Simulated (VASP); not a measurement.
# As (R-3m) in VASP: notebook, part 2 of 2

VASP 6.6.1. The steps go on from the part before.

### Step 5. Single point, r2SCAN

This run uses another cell than the first one, of 21.53 Å³/atom, 0.760 times its volume.

POSCAR

```
As
1.0
    1.8807968987      1.0858785957      3.5140619945
   -1.8807968987      1.0858785957      3.5140619945
    0.0000000000     -2.1717571915      3.5140619945
As
2
Direct
    0.7740000000      0.7740000000      0.7740000000
    0.2260000000      0.2260000000      0.2260000000
```

INCAR.step1

```
SYSTEM = As
PREC = Accurate
ENCUT = 660
ISMEAR = 0
SIGMA = 0.1
LREAL = .FALSE.
LASPH = .TRUE.
NELM = 120
NBANDS = 22
GGA = PE
ALGO = Normal
EDIFF = 1E-5
LWAVE = .TRUE.
LCHARG = .FALSE.
GGA_COMPAT = .FALSE.
```

INCAR.step2

```
SYSTEM = As
PREC = Accurate
ENCUT = 660
EDIFF = 1E-6
ISMEAR = 0
SIGMA = 0.1
LREAL = .FALSE.
LASPH = .TRUE.
NELM = 120
ALGO = Normal
ISIF = 2
LWAVE = .FALSE.
LCHARG = .FALSE.
METAGGA = R2SCAN
LMIXTAU = .TRUE.
NBANDS = 22
ISTART = 1
GGA_COMPAT = .FALSE.
```

KPOINTS

```
Automatic mesh
0
G
  6 6 6
  0 0 0
```

Potentials or basis: VASP PAW PBE potentials, release 64 (As_d).

On the command line:

```
cat potpaw_PBE.64/As_d/POTCAR > POTCAR
cp INCAR.step1 INCAR
mpirun -np 1 vasp_std > vasp.out
cp INCAR.step2 INCAR
mpirun -np 1 vasp_std > vasp.out
```

OUTCAR:

```text
SYSTEM = As
   PREC = Accurate
   ENCUT = 660
   EDIFF = 1E-6
   ISMEAR = 0
   LREAL = .FALSE.
   LASPH = .TRUE.
   NELM = 120
   ISIF = 2
   METAGGA = R2SCAN
   ISTART = 1

 ion  position               nearest neighbor table
   1  0.774  0.774  0.774-   2 2.51   2 2.51   2 2.51
   2  0.226  0.226  0.226-   1 2.51   1 2.51   1 2.51

  LATTYP: Found a trigonal (rhomboedric) cell.
 ALAT       =     4.1310000000
 COS(alpha) =     0.5854247172

  Lattice vectors:

 A1 = (   1.8807968987,   1.0858785957,   3.5140619945)
 A2 = (  -1.8807968987,   1.0858785957,   3.5140619945)
 A3 = (   0.0000000000,  -2.1717571915,   3.5140619945)

Analysis of symmetry for initial positions (statically):
=====================================================================
 Subroutine PRICEL returns:
 Original cell was already a primitive cell.

 Routine SETGRP: Setting up the symmetry group for a
 trigonal (rhombohedral) supercell.

 Subroutine GETGRP returns: Found 12 space group operations
 (whereof 12 operations were pure point group operations)
 out of a pool of 12 trial point group operations.

The static configuration has the point symmetry D_3d.

Analysis of symmetry for dynamics (positions and initial velocities):
=====================================================================
 Subroutine PRICEL returns:
 Original cell was already a primitive cell.

 Routine SETGRP: Setting up the symmetry group for a
 trigonal (rhombohedral) supercell.

 Subroutine GETGRP returns: Found 12 space group operations
 (whereof 12 operations were pure point group operations)
 out of a pool of 12 trial point group operations.

The dynamic configuration has the point symmetry D_3d.

 Subroutine INISYM returns: Found 12 space group operations
 (whereof 12 operations are pure point group operations),
 and found     1 'primitive' translations

[... 111 lines left out ...]
   IALGO  =     38    algorithm
   IMIX   =      4    mixing-type and parameters
     AMIX     =   0.40;   BMIX     =  1.00
     AMIX_MAG =   1.60;   BMIX_MAG =  1.00
  volume/ion in A,a.u.               =      21.53       145.29
  Fermi-wavevector in a.u.,A,eV,Ry     =   1.451289  2.742539 28.657140  2.106240
  Thomas-Fermi vector in A             =   2.568803
   LORBIT       =      0    0 simple, 1 ext, 2 COOP (PROOUT), +10 PAW based schemes
   METAGGA = R2SCAN    functional components
   LHFCALC =     F    Hartree Fock is set to
   AEXX    =    0.0000 exact exchange contribution
   IVDW    =     0    specifies the selected vdW correction
   LEPSILON=     F    determine dielectric tensor
   LRPA    =     F    only Hartree local field effects (RPA)
 non-spin polarized calculation
 Gauss-broadening in eV      SIGMA  =   0.10
  energy-cutoff  :      660.00
  volume of cell :       43.06
 maximum number of plane-waves:      1671
 NGX is ok and might be reduce to    36
   NGX = 17   NGY = 17   NGZ = 17

 number of electron      30.0000004 magnetization

 Free energy of the ion-electron system (eV)
  ---------------------------------------------------
  ext. energy  EPLUGINS =         0.00000000
  ---------------------------------------------------
  free energy    TOTEN  =       -29.47673839 eV

  energy without entropy =      -29.47515709  energy(sigma->0) =      -29.47594774

 E-fermi :   3.7256     XC(G=0): -11.5513

 val. band max:        3.7253650791   @ k =   0.3333   0.1667   0.1667
 cond. band min:       4.2162938752   @ k =   0.5000   0.0000   0.0000
 fundamental gap:      0.4909287961
 Fermi energy:         3.7255686297

 k-point     1 :       0.0000    0.0000    0.0000
  band No.  band energies     occupation
      1     -33.5569      2.00000
      2     -33.5569      2.00000
      3     -33.5054      2.00000
      4     -33.5054      2.00000
      5     -33.4655      2.00000
      6     -33.4285      2.00000
[... 589 lines left out ...]
     21      16.2836      0.00000
     22      17.3877      0.00000

 [... further k-points ...]

------------------------ aborting loop because EDIFF is reached ----------------------------------------

  FORCE on cell =-STRESS in cart. coord.  units (eV):
  Direction    XX          YY          ZZ          XY          YZ          ZX
  --------------------------------------------------------------------------------------
  -------------------------------------------------------------------------------------
  Total        0.4965046      0.4965046      0.4246301      0.0000000     -0.0000000      0.0000000
  in kB       18.4735356     18.4735356     15.7992864      0.0000000     -0.0000000      0.0000000
  external PRESSURE =      17.5821192 kB  Pullay stress =       0.0000000 kB

 VOLUME and BASIS-vectors are now :
 -----------------------------------------------------------------------------
  energy-cutoff  :      660.00
  volume of cell :       43.06
      direct lattice vectors                 reciprocal lattice vectors
     1.880796899  1.085878596  3.514061995     0.265844760  0.153485544  0.094856987
    -1.880796899  1.085878596  3.514061995    -0.265844760  0.153485544  0.094856987
     0.000000000 -2.171757191  3.514061995     0.000000000 -0.306971087  0.094856987

 POSITION                                       TOTAL-FORCE (eV/Angst)
 -----------------------------------------------------------------------------------
      0.00000     -0.00000      8.15965         0.000000      0.000000     -0.070124
      0.00000     -0.00000      2.38253         0.000000     -0.000000      0.070124
 -----------------------------------------------------------------------------------
    total drift:                               -0.000000      0.000000     -0.000000

  FREE ENERGIE OF THE ION-ELECTRON SYSTEM (eV)
  ---------------------------------------------------
  free  energy   TOTEN  =       -29.4767383905 eV

  energy  without entropy=      -29.4751570855  energy(sigma->0) =      -29.47594774
```

OSZICAR.step1:

```text
N       E                     dE             d eps       ncg     rms          rms(c)
DAV:   1     0.224238165611E+03    0.22424E+03   -0.15089E+04  1866   0.735E+03
DAV:   2     0.232464897598E+02   -0.20099E+03   -0.19049E+03  1450   0.102E+03
DAV:   3    -0.763945827015E+01   -0.30886E+02   -0.30213E+02  1564   0.158E+02
DAV:   4    -0.936031117699E+01   -0.17209E+01   -0.17168E+01  1660   0.427E+01
DAV:   5    -0.939532429668E+01   -0.35013E-01   -0.35012E-01  1564   0.756E+00    0.400E+00
DAV:   6    -0.938084271628E+01    0.14482E-01   -0.10787E-02  1768   0.129E+00    0.237E+00
DAV:   7    -0.937317070463E+01    0.76720E-02   -0.11792E-02  2014   0.109E+00    0.106E-01
DAV:   8    -0.937342647087E+01   -0.25577E-03   -0.91340E-04  1660   0.363E-01    0.241E-02
DAV:   9    -0.937345911823E+01   -0.32647E-04   -0.34585E-05  1386   0.503E-02    0.618E-03
DAV:  10    -0.937346238572E+01   -0.32675E-05   -0.61486E-06  1124   0.423E-02
   1 F= -.93734624E+01 E0= -.93726788E+01  d E =-.156722E-02
```

Wall time 90 s (1 thread of Intel Xeon 6975P-C (Granite Rapids), shared host); peak memory 0.22 GiB.

What came out:

```
Free energy            : -29.4767 eV
Pressure               : 1.8 GPa
Largest force          : 0.070 eV/Å
Band gap on the k mesh : zero (band 15 reaches 3.73 eV, above the bottom of band 16 at 3.53 eV)
```

Forces on the atoms (eV/Å):
```
As   0.000  0.000 -0.070
As   0.000  0.000  0.070
```

Stress tensor (GPa, compression positive):
```
1.85 0.00 0.00
0.00 1.85 0.00
0.00 0.00 1.58
```

Caveat: the PAW data sets were made with another functional, which shifts forces and pressure a little.

### Step 6. Overview

```csv
potentials or basis,cell,k mesh,cutoff (eV),smearing,second run,gap on the mesh (eV),pressure (GPa),largest force (eV/Å)
"VASP PAW PBE potentials, release 64 (As)","a = 5.487 Å, angles 38.2°, 2 atoms",9 × 9 × 9,520,gaussian 0.02 eV,-,0.65,0.1,0.06
"VASP PAW PBE potentials, release 64 (As)","a = 5.627 Å, angles 37.2°, 2 atoms",9 × 9 × 9,520,gaussian 0.02 eV,-,0.85,-0.1,0.06
"VASP PAW PBE potentials, release 64 (As)","a = 5.771 Å, angles 36.2°, 2 atoms",9 × 9 × 9,520,gaussian 0.02 eV,-,1.03,-0.1,0.06
"VASP PAW PBE potentials, release 64 (As_d)","a = 4.131 Å, angles 54.2°, 2 atoms",6 × 6 × 6,660,gaussian 0.1 eV,valence_matched,none,1.8,0.07
```

Alike in all rows: task single point; level r2SCAN; no spin polarisation.

Caveats: the PAW data sets were made with another functional, which shifts forces and pressure a little.

Total energies depend on the potentials used, so only differences within one code and one set of settings carry meaning.
